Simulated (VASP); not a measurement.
# Al3Ni3N in VASP: a series of runs

Runs on Al3Ni3N. Level: PBEsol. Tasks: single point.

All numbers are computed with VASP 6.6.1; they aren't measurements. Logs are shortened: lines on timing, memory, paths and dates and some standing lists are left out, and cuts for length are marked.

## (1) The cell of the first run

The cell holds a slab with vacuum, 7 atoms: a = 2.862 Å, b = 2.862 Å, c = 26.155 Å, α = 90.00°, β = 90.00°, γ = 90.00°.

## (2) Single point, PBEsol

The input, INCAR:

```
ALGO = Normal
DIPOL = 0.5 0.5 0.487
EDIFF = 1E-7
ENCUT = 520
GGA = PS
IDIPOL = 3
ISIF = 2
ISMEAR = 0
LASPH = T
LCHARG = F
LDIPOL = T
LREAL = F
LWAVE = F
NBANDS = 31
NELM = 80
PREC = Accurate
SIGMA = 0.1
```

The input, KPOINTS:

```
k-points
0
Gamma
  10 10 1
```

The input, POSCAR:

```
Al3Ni3N
1.0
    2.8621655562      0.0000000000      0.0000000000
    0.0000000000      2.8621655562      0.0000000000
    0.0000000000      0.0000000000     26.1554138905
Ni Al N
3 3 1
Direct
    0.5000000000      0.5000000000      0.3249805198
    0.5000000000      0.5000000000      0.4344097021
    0.5000000000      0.5000000000      0.5461082211
    0.0000000000      0.0000000000      0.3796951109
    0.0000000000      0.0000000000      0.4892465812
    0.0000000000      0.0000000000      0.5974673309
    0.3333333333      0.3333333333      0.6340434228
```

Potentials or basis: VASP PAW PBE potentials, release 64 (Ni, Al, N).

Started as:

```console
> cat potpaw_PBE.64/Ni/POTCAR potpaw_PBE.64/Al/POTCAR potpaw_PBE.64/N/POTCAR > POTCAR
> mpirun -np 1 vasp_std > vasp.out
```

OUTCAR:

```text
EDIFF = 1E-7
   ENCUT = 520
   GGA = PS
   ISIF = 2
   ISMEAR = 0
   LASPH = T
   LREAL = F
   NELM = 80
   PREC = Accurate

 ion  position               nearest neighbor table
   1  0.500  0.500  0.325-   4 2.48   4 2.48   4 2.48   4 2.48   2 2.86
   2  0.500  0.500  0.434-   4 2.48   4 2.48   4 2.48   4 2.48   5 2.48   5 2.48   5 2.48   5 2.48
                             1 2.86   3 2.92
   3  0.500  0.500  0.546-   7 2.40   6 2.43   6 2.43   6 2.43   6 2.43   5 2.51   5 2.51   5 2.51
                             5 2.51   2 2.92
   4  0.000  0.000  0.380-   1 2.48   1 2.48   1 2.48   1 2.48   2 2.48   2 2.48   2 2.48   2 2.48
                             5 2.87
   5  0.000  0.000  0.489-   2 2.48   2 2.48   2 2.48   2 2.48   3 2.51   3 2.51   3 2.51   3 2.51
                             6 2.83   4 2.87
   6  0.000  0.000  0.597-   7 1.65   7 2.34   7 2.34   3 2.43   3 2.43   3 2.43   3 2.43   5 2.83

   7  0.333  0.333  0.634-   6 1.65   6 2.34   6 2.34   3 2.40

  LATTYP: Found a simple tetragonal cell.
 ALAT       =     2.8621655562
 C/A-ratio  =     9.1383301828

  Lattice vectors:

 A1 = (   2.8621655562,   0.0000000000,   0.0000000000)
 A2 = (   0.0000000000,   2.8621655562,   0.0000000000)
 A3 = (   0.0000000000,   0.0000000000,  26.1554138905)

Analysis of symmetry for initial positions (statically):
=====================================================================
 Subroutine PRICEL returns:
 Original cell was already a primitive cell.

 Routine SETGRP: Setting up the symmetry group for a
 simple tetragonal supercell.

 Subroutine GETGRP returns: Found  2 space group operations
 (whereof  2 operations were pure point group operations)
 out of a pool of 16 trial point group operations.

The static configuration has the point symmetry C_1h.

Analysis of symmetry for dynamics (positions and initial velocities):
=====================================================================
 Subroutine PRICEL returns:
 Original cell was already a primitive cell.

 Routine SETGRP: Setting up the symmetry group for a
 simple tetragonal supercell.

 Subroutine GETGRP returns: Found  2 space group operations
 (whereof  2 operations were pure point group operations)
 out of a pool of 16 trial point group operations.

The dynamic configuration has the point symmetry C_1h.

 Subroutine INISYM returns: Found  2 space group operations
 (whereof  2 operations are pure point group operations),
 and found     1 'primitive' translations

[... 116 lines left out ...]
   NUPDOWN=      -1.0000    fix difference up-down
   EMIN   =  10.00;   EMAX   =-10.00  energy-range for DOS
   EFERMI =   0.00;   METHOD = LEGACY
   ISMEAR =     0;   SIGMA  =   0.10  broadening in eV -4-tet -1-fermi 0-gaus
   EFERMI_NEDOS =   21; number of points for ismear=-14 and -15
   IALGO  =     38    algorithm
   IMIX   =      4    mixing-type and parameters
     AMIX     =   0.40;   BMIX     =  1.00
     AMIX_MAG =   1.60;   BMIX_MAG =  1.00
  volume/ion in A,a.u.               =      30.61       206.56
  Fermi-wavevector in a.u.,A,eV,Ry     =   0.965848  1.825188 12.692357  0.932862
  Thomas-Fermi vector in A             =   2.095599
   LORBIT       =      0    0 simple, 1 ext, 2 COOP (PROOUT), +10 PAW based schemes
   GGA     = PS    functional components
   LHFCALC =     F    Hartree Fock is set to
   AEXX    =    0.0000 exact exchange contribution
   IVDW    =     0    specifies the selected vdW correction
   LEPSILON=     F    determine dielectric tensor
   LRPA    =     F    only Hartree local field effects (RPA)
 non-spin polarized calculation
 Gauss-broadening in eV      SIGMA  =   0.10
  energy-cutoff  :      520.00
  volume of cell :      214.26
 maximum number of plane-waves:      5817
 NGX is ok and might be reduce to    24
   NGX = 11   NGY = 11   NGZ = 97

 dipolmoment           0.000000      0.000000     -0.000013 electrons x Angstroem

 number of electron      44.0000016 magnetization

 dipolmoment           0.000000      0.000000      0.126721 electrons x Angstroem

 Free energy of the ion-electron system (eV)
  ---------------------------------------------------
  ext. energy  EPLUGINS =         0.00000000
  ---------------------------------------------------
  free energy    TOTEN  =       -39.06551067 eV

  energy without entropy =      -39.03904121  energy(sigma->0) =      -39.05227594

 E-fermi :  -0.4856     XC(G=0):  -5.1204

 val. band max:       -0.4893338165   @ k =   0.2000   0.0000   0.0000
 cond. band min:      -0.4823117521   @ k =  -0.1000   0.4000   0.0000
 fundamental gap:      0.0070220644
 Fermi energy:        -0.4855574516

 k-point     1 :       0.0000    0.0000    0.0000
  band No.  band energies     occupation
      1     -15.0338      2.00000
      2     -11.1195      2.00000
      3      -9.5249      2.00000
      4      -7.2942      2.00000
      5      -4.9271      2.00000
      6      -3.7318      2.00000
[... 805 lines left out ...]
     30       5.5922      0.00000
     31       6.0313      0.00000

 [... further k-points ...]

------------------------ aborting loop because EDIFF is reached ----------------------------------------

 vacuum level on the upper side and lower side of the slab       (xc-potential included)         1.264        -1.479

  FORCE on cell =-STRESS in cart. coord.  units (eV):
  Direction    XX          YY          ZZ          XY          YZ          ZX
  --------------------------------------------------------------------------------------
  -------------------------------------------------------------------------------------
  Total       -0.3422913     -0.3422913     -0.2766408      4.3828888      4.1258805      4.1258804
  in kB       -2.5595009     -2.5595009     -2.0685960     32.7732819     30.8514889     30.8514879
  external PRESSURE =      -2.3958660 kB  Pullay stress =       0.0000000 kB

 VOLUME and BASIS-vectors are now :
 -----------------------------------------------------------------------------
  energy-cutoff  :      520.00
  volume of cell :      214.26
      direct lattice vectors                 reciprocal lattice vectors
     2.862165556  0.000000000  0.000000000     0.349385799  0.000000000  0.000000000
     0.000000000  2.862165556  0.000000000     0.000000000  0.349385799  0.000000000
     0.000000000  0.000000000 26.155413891     0.000000000  0.000000000  0.038233002

 POSITION                                       TOTAL-FORCE (eV/Angst)
 -----------------------------------------------------------------------------------
      1.43108      1.43108      8.50000         0.004937      0.004937      0.705953
      1.43108      1.43108     11.36217        -0.020853     -0.020853      0.480909
      1.43108      1.43108     14.28369        -0.147340     -0.147340     -0.856127
      0.00000      0.00000      9.93108         0.005428      0.005428     -0.983081
      0.00000      0.00000     12.79645        -0.042236     -0.042236      0.002846
      0.00000      0.00000     15.62701        -3.757008     -3.757008      0.576811
      0.95406      0.95406     16.58367         3.957072      3.957072      0.072690
 -----------------------------------------------------------------------------------
    total drift:                                0.000019      0.000019      0.001480

  FREE ENERGIE OF THE ION-ELECTRON SYSTEM (eV)
  ---------------------------------------------------
  free  energy   TOTEN  =       -39.0655106713 eV

  energy  without entropy=      -39.0390412078  energy(sigma->0) =      -39.05227594

 vacuum level on the upper side and lower side of the slab         6.900         4.098
```

Run time: 5.9 min. Hardware: 1 thread of Intel Xeon 6975P-C (Granite Rapids), shared host; peak memory 0.43 GiB.

What came out:

```
Free energy            : -39.0655 eV
Largest force          : 5.597 eV/Å
Band gap on the k mesh : zero (bands 22 and 23 overlap by 0.78 eV)
```

Forces in eV/Å, atoms in the order of the input:
```
Ni   0.005  0.005  0.706
Ni  -0.021 -0.021  0.481
Ni  -0.147 -0.147 -0.856
Al   0.005  0.005 -0.983
Al  -0.042 -0.042  0.003
Al  -3.757 -3.757  0.577
N    3.957  3.957  0.073
```

Levels at points of the mesh, in eV from the Fermi level:
```csv
k point,band 19,band 20,band 21,band 22,band 23,band 24,band 25,band 26
"(0.00, 0.00, 0.00)",-0.69,-0.54,-0.47,0.04,0.27,1.57,3.24,4.80
"(0.50, 0.00, 0.00)",-0.82,-0.77,-0.74,-0.69,-0.19,0.42,1.69,2.72
"(0.50, 0.50, 0.00)",-0.81,-0.29,-0.17,0.59,0.63,1.61,2.12,2.47
```

Caveat: the PAW data sets were made with another functional, which shifts forces and pressure a little; the run has no spin polarisation, though such a crystal can be magnetic. Spin polarisation is off, so any magnetic state and its effect on volume and gap are missing.

## (3) Single point, PBEsol

The input, INCAR:

```
PREC = Accurate
ENCUT = 520
EDIFF = 1E-6
ISMEAR = 0
SIGMA = 0.1
LREAL = F
LASPH = T
NELM = 60
ALGO = Normal
ISIF = 2
LWAVE = F
LCHARG = F
LDIPOL = T
IDIPOL = 3
DIPOL = 0.5 0.5 0.488
GGA = PS
NBANDS = 31
```

The input, KPOINTS:

```
Automatic mesh
0
Gamma
  10 10 1
```

POSCAR, as its differences from that of step 2:

```diff
@@ -14,2 +14,2 @@
     0.0000000000      0.0000000000      0.5974673309
-    0.3333333333      0.3333333333      0.6340434228
+    0.3333333333      0.3333333333      0.6455133235
```

Potentials or basis: VASP PAW PBE potentials, release 64 (Ni, Al, N).

Started as:

```console
> cat potpaw_PBE.64/Ni/POTCAR potpaw_PBE.64/Al/POTCAR potpaw_PBE.64/N/POTCAR > POTCAR
> mpirun -np 1 vasp_std > vasp.out
```

OUTCAR:

```text
PREC = Accurate
   ENCUT = 520
   EDIFF = 1E-6
   ISMEAR = 0
   LREAL = F
   LASPH = T
   NELM = 60
   ISIF = 2
   GGA = PS

 ion  position               nearest neighbor table
   1  0.500  0.500  0.325-   4 2.48   4 2.48   4 2.48   4 2.48   2 2.86
   2  0.500  0.500  0.434-   4 2.48   4 2.48   4 2.48   4 2.48   5 2.48   5 2.48   5 2.48   5 2.48
                             1 2.86   3 2.92
   3  0.500  0.500  0.546-   6 2.43   6 2.43   6 2.43   6 2.43   5 2.51   5 2.51   5 2.51   5 2.51
                             2 2.92
   4  0.000  0.000  0.380-   1 2.48   1 2.48   1 2.48   1 2.48   2 2.48   2 2.48   2 2.48   2 2.48
                             5 2.87
   5  0.000  0.000  0.489-   2 2.48   2 2.48   2 2.48   2 2.48   3 2.51   3 2.51   3 2.51   3 2.51
                             6 2.83   4 2.87
   6  0.000  0.000  0.597-   7 1.84   3 2.43   3 2.43   3 2.43   3 2.43   7 2.48   7 2.48   5 2.83

   7  0.333  0.333  0.646-   6 1.84   6 2.48   6 2.48

  LATTYP: Found a simple tetragonal cell.
 ALAT       =     2.8621655562
 C/A-ratio  =     9.1383301828

  Lattice vectors:

 A1 = (   2.8621655562,   0.0000000000,   0.0000000000)
 A2 = (   0.0000000000,   2.8621655562,   0.0000000000)
 A3 = (   0.0000000000,   0.0000000000,  26.1554138905)

Analysis of symmetry for initial positions (statically):
=====================================================================
 Subroutine PRICEL returns:
 Original cell was already a primitive cell.

 Routine SETGRP: Setting up the symmetry group for a
 simple tetragonal supercell.

 Subroutine GETGRP returns: Found  2 space group operations
 (whereof  2 operations were pure point group operations)
 out of a pool of 16 trial point group operations.

The static configuration has the point symmetry C_1h.

Analysis of symmetry for dynamics (positions and initial velocities):
=====================================================================
 Subroutine PRICEL returns:
 Original cell was already a primitive cell.

 Routine SETGRP: Setting up the symmetry group for a
 simple tetragonal supercell.

 Subroutine GETGRP returns: Found  2 space group operations
 (whereof  2 operations were pure point group operations)
 out of a pool of 16 trial point group operations.

The dynamic configuration has the point symmetry C_1h.

 Subroutine INISYM returns: Found  2 space group operations
 (whereof  2 operations are pure point group operations),
 and found     1 'primitive' translations

----------------------------------------------------------------------------------------

                                     Primitive cell

  volume of cell :     214.2649

  direct lattice vectors                    reciprocal lattice vectors
     2.862165556  0.000000000  0.000000000     0.349385799  0.000000000  0.000000000
     0.000000000  2.862165556  0.000000000     0.000000000  0.349385799  0.000000000
     0.000000000  0.000000000 26.155413891     0.000000000  0.000000000  0.038233002

  length of vectors
     2.862165556  2.862165556 26.155413891     0.349385799  0.349385799  0.038233002

  position of ions in fractional coordinates (direct lattice)
[... 72 lines left out ...]
   number of dos      NEDOS =    301   number of ions     NIONS =      7
   total plane-waves  NPLWV = 112896
   dimension x,y,z NGX =    24 NGY =   24 NGZ =  196
   dimension x,y,z NGXF=    48 NGYF=   48 NGZF=  392
   ions per type =               3   3   1
   NGX,Y,Z   is equivalent  to a cutoff of  13.94, 13.94, 12.46 a.u.
   NGXF,Y,Z  is equivalent  to a cutoff of  27.88, 27.88, 24.92 a.u.
 SYSTEM =  unknown system
   PREC   = accura    normal or accurate (medium, high low for compatibility)
   ISTART =      0    job   : 0-new  1-cont  2-samecut
   ICHARG =      2    charge: 1-file 2-atom 10-const
   ISPIN  =      1    spin polarized calculation?
   LNONCOLLINEAR =      F non collinear calculations
   LSORBIT =      F    spin-orbit coupling
   LASPH  =      T    aspherical Exc in radial PAW
   ENCUT  =  520.0 eV  38.22 Ry    6.18 a.u.   5.32  5.32 48.63*2*pi/ulx,y,z
   NELM   =     60;   NELMIN=  2; NELMDL= -5     # of ELM steps
   EDIFF  = 0.1E-05   stopping-criterion for ELM
   LREAL  =      F    real-space projection
   EDIFFG = 0.1E-04   stopping-criterion for IOM
   NSW    =      0    number of steps for IOM
   IBRION =     -1    ionic relax: 0-MD 1-quasi-New 2-CG
   NFREE  =      0    steps in history (QN), initial steepest desc. (CG)
   ISIF   =      2    stress and relaxation
   ISYM   =      2    0-nonsym 1-usesym 2-fastsym
   POTIM  = 0.5000    time-step for ionic-motion
   TEBEG  =    0.0;   TEEND  =   0.0 temperature during run
   PSTRESS=    0.0 pullay stress
   NELECT =      44.0000    total number of electrons
   NUPDOWN=      -1.0000    fix difference up-down
   EMIN   =  10.00;   EMAX   =-10.00  energy-range for DOS
   EFERMI =   0.00;   METHOD = LEGACY
   ISMEAR =     0;   SIGMA  =   0.10  broadening in eV -4-tet -1-fermi 0-gaus
   EFERMI_NEDOS =   21; number of points for ismear=-14 and -15
   IALGO  =     38    algorithm
   IMIX   =      4    mixing-type and parameters
     AMIX     =   0.40;   BMIX     =  1.00
     AMIX_MAG =   1.60;   BMIX_MAG =  1.00
  volume/ion in A,a.u.               =      30.61       206.56
  Fermi-wavevector in a.u.,A,eV,Ry     =   0.965848  1.825188 12.692357  0.932862
  Thomas-Fermi vector in A             =   2.095599
   LORBIT       =      0    0 simple, 1 ext, 2 COOP (PROOUT), +10 PAW based schemes
   GGA     = PS    functional components
   LHFCALC =     F    Hartree Fock is set to
   AEXX    =    0.0000 exact exchange contribution
   IVDW    =     0    specifies the selected vdW correction
   LEPSILON=     F    determine dielectric tensor
   LRPA    =     F    only Hartree local field effects (RPA)
 non-spin polarized calculation
 Gauss-broadening in eV      SIGMA  =   0.10
  energy-cutoff  :      520.00
  volume of cell :      214.26
 maximum number of plane-waves:      5817
 NGX is ok and might be reduce to    24
   NGX = 11   NGY = 11   NGZ = 97

 dipolmoment           0.000000      0.000000     -0.000007 electrons x Angstroem

 number of electron      44.0000015 magnetization

 dipolmoment           0.000000      0.000000      0.135041 electrons x Angstroem

 Free energy of the ion-electron system (eV)
  ---------------------------------------------------
  ext. energy  EPLUGINS =         0.00000000
  ---------------------------------------------------
  free energy    TOTEN  =       -38.72910230 eV

  energy without entropy =      -38.70651140  energy(sigma->0) =      -38.71780685

 E-fermi :  -0.4924     XC(G=0):  -5.2091

 val. band max:       -0.5034525013   @ k =   0.2000   0.0000   0.0000
 cond. band min:      -0.4740137790   @ k =   0.3000   0.1000   0.0000
 fundamental gap:      0.0294387223
 Fermi energy:        -0.4923697858

 k-point     1 :       0.0000    0.0000    0.0000
  band No.  band energies     occupation
      1     -14.5638      2.00000
      2     -11.1648      2.00000
      3      -9.6596      2.00000
      4      -7.5081      2.00000
      5      -5.1581      2.00000
      6      -3.8261      2.00000
[... 805 lines left out ...]
     30       5.2282      0.00000
     31       5.7531      0.00000

 [... further k-points ...]

------------------------ aborting loop because EDIFF is reached ----------------------------------------

 vacuum level on the upper side and lower side of the slab       (xc-potential included)         1.453        -1.470

  FORCE on cell =-STRESS in cart. coord.  units (eV):
  Direction    XX          YY          ZZ          XY          YZ          ZX
  --------------------------------------------------------------------------------------
  -------------------------------------------------------------------------------------
  Total       -3.4838022     -3.4838022     -2.9733232      1.3138850      1.3161899      1.3161895
  in kB      -26.0503146    -26.0503146    -22.2331810      9.8246444      9.8418793      9.8418765
  external PRESSURE =     -24.7779367 kB  Pullay stress =       0.0000000 kB

 VOLUME and BASIS-vectors are now :
 -----------------------------------------------------------------------------
  energy-cutoff  :      520.00
  volume of cell :      214.26
      direct lattice vectors                 reciprocal lattice vectors
     2.862165556  0.000000000  0.000000000     0.349385799  0.000000000  0.000000000
     0.000000000  2.862165556  0.000000000     0.000000000  0.349385799  0.000000000
     0.000000000  0.000000000 26.155413891     0.000000000  0.000000000  0.038233002

 POSITION                                       TOTAL-FORCE (eV/Angst)
 -----------------------------------------------------------------------------------
      1.43108      1.43108      8.50000         0.005181      0.005181      0.720213
      1.43108      1.43108     11.36217        -0.026967     -0.026967      0.355769
      1.43108      1.43108     14.28369        -0.001085     -0.001085     -0.691937
      0.00000      0.00000      9.93108         0.002164      0.002164     -0.967928
      0.00000      0.00000     12.79645        -0.036122     -0.036122      0.053211
      0.00000      0.00000     15.62701        -0.855724     -0.855724      2.625940
      0.95406      0.95406     16.88367         0.912554      0.912554     -2.095267
 -----------------------------------------------------------------------------------
    total drift:                               -0.000010     -0.000010      0.001175

  FREE ENERGIE OF THE ION-ELECTRON SYSTEM (eV)
  ---------------------------------------------------
  free  energy   TOTEN  =       -38.7291022988 eV

  energy  without entropy=      -38.7065114042  energy(sigma->0) =      -38.71780685

 vacuum level on the upper side and lower side of the slab         7.162         4.177
```

Run time: 5.6 min. Hardware: 1 thread of Intel Xeon 6975P-C (Granite Rapids), shared host; peak memory 0.42 GiB.

Results:

| Property | Result |
| --- | --- |
| Free energy | -38.7291 eV |
| Largest force | 2.891 eV/Å |
| Band gap on the k mesh | zero (bands 22 and 23 overlap by 0.59 eV) |

Forces on the atoms (eV/Å):
```
Ni   0.005  0.005  0.720
Ni  -0.027 -0.027  0.356
Ni  -0.001 -0.001 -0.692
Al   0.002  0.002 -0.968
Al  -0.036 -0.036  0.053
Al  -0.856 -0.856  2.626
N    0.913  0.913 -2.095
```

Levels at points of the mesh, in eV from the Fermi level:
```
           k point  band 19  band 20  band 21  band 22  band 23  band 24  band 25  band 26
(0.00, 0.00, 0.00)    -0.72    -0.56    -0.48     0.28     0.35     1.12     3.10     4.74
(0.50, 0.00, 0.00)    -0.88    -0.79    -0.76    -0.69    -0.21     0.68     1.16     2.38
(0.50, 0.50, 0.00)    -0.87    -0.43    -0.18     0.38     0.41     1.63     2.10     2.44
```

Caveat: the PAW data sets were made with another functional, which shifts forces and pressure a little; the run has no spin polarisation, though such a crystal can be magnetic.
